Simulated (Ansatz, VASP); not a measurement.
# GaAs: VASP beside Ansatz

Contents of POSCAR:

```
GaAs
1.0
    0.0000000000      2.8332036537      2.8190376354
    2.8332036537      0.0000000000      2.8190376354
    2.8332036537      2.8332036537      0.0000000000
Ga As
1 1
Direct
    0.0000000000      0.0000000000      0.0000000000
    0.7500000000      0.7500000000      0.7500000000
```

The input INCAR.step1:

```
ALGO     = Normal         # electronic algorithm
EDIFF    = 1E-4           # SCF threshold, eV
ENCUT    = 520            # plane-wave cutoff, eV
GGA      = PE             # functional
ISMEAR   = 0              # smearing method
LASPH    = True           # aspherical terms in the spheres
LCHARG   = False          # write CHGCAR
LREAL    = False          # projectors in reciprocal space
LWAVE    = True           # write WAVECAR
NBANDS   = 16             # bands
NELM     = 80             # most SCF steps
PREC     = Accurate       # precision mode
SIGMA    = 0.05           # smearing width, eV
```

INCAR.step2

```
ALGO     = Normal         # electronic algorithm
EDIFF    = 1E-7           # SCF threshold, eV
ENCUT    = 520            # plane-wave cutoff, eV
ISIF     = 2              # what is computed and relaxed
ISMEAR   = 0              # smearing method
ISTART   = 1            
LASPH    = True           # aspherical terms in the spheres
LCHARG   = False          # write CHGCAR
LMIXTAU  = True         
LREAL    = False          # projectors in reciprocal space
LWAVE    = False          # write WAVECAR
METAGGA  = R2SCAN         # meta-GGA
NBANDS   = 16             # bands
NELM     = 80             # most SCF steps
PREC     = Accurate       # precision mode
SIGMA    = 0.05           # smearing width, eV
```

KPOINTS

```
k-points
0
Gamma
  8 8 8
```

Input for Ansatz:

```yaml
crystal:
  lattice:
    - [0.0, 2.8332036537, 2.8190376354]
    - [2.8332036537, 0.0, 2.8190376354]
    - [2.8332036537, 2.8332036537, 0.0]
  atoms:
    - { symbol: Ga, position: [0.0, 0.0, 0.0] }
    - { symbol: As, position: [0.75, 0.75, 0.75] }
basis:
  ecutwfc: 500
kpoints:
  mp_grid: { grid: [8, 8, 8] }
hamiltonian:
  xc: r2scan
scf:
  occupations: { method: gaussian, width: 0.05 }
output:
  forces: true
  stress: true
  eigenvalues: true
```

Change from the starting cell: strain -0.0050 x Voigt [0, 0, 1, 0, 0, 0], atoms carried along.

Alike in both runs: task single point; functional r2SCAN; k mesh 8 × 8 × 8; occupations gaussian, width 0.05 eV; no spin polarisation.

|  | VASP | Ansatz |
| --- | --- | --- |
| version | VASP 6.6.1 | Ansatz 0.2.0 |
| potentials or method | VASP PAW PBE potentials, release 64 (Ga_d, As), cutoff 520 eV | scalar-relativistic, plane waves, PAW |
| valence electrons in the cell | 18 | 28 |

Ansatz gave:

| Quantity | Value |
| --- | --- |
| gap on the k mesh at the Fermi level (eV) | 0.98 |
| least direct gap on the mesh (eV) | 0.98 |
| pressure (GPa) | 0.4 |
| traceless stress, the component that is largest in VASP (GPa) | 0.22 |

Problem. What did VASP give for the same quantities?

Solution. gap on the k mesh at the Fermi level (eV): 0.96; least direct gap on the mesh (eV): 0.96; pressure (GPa): 0.5; traceless stress, the component that is largest in VASP (GPa): 0.22.

VASP's potentials were made for PBE, not for r2SCAN. VASP's potentials hold 18 valence electrons a cell and Ansatz's 28, so a difference there can come from the potentials and not from the codes.
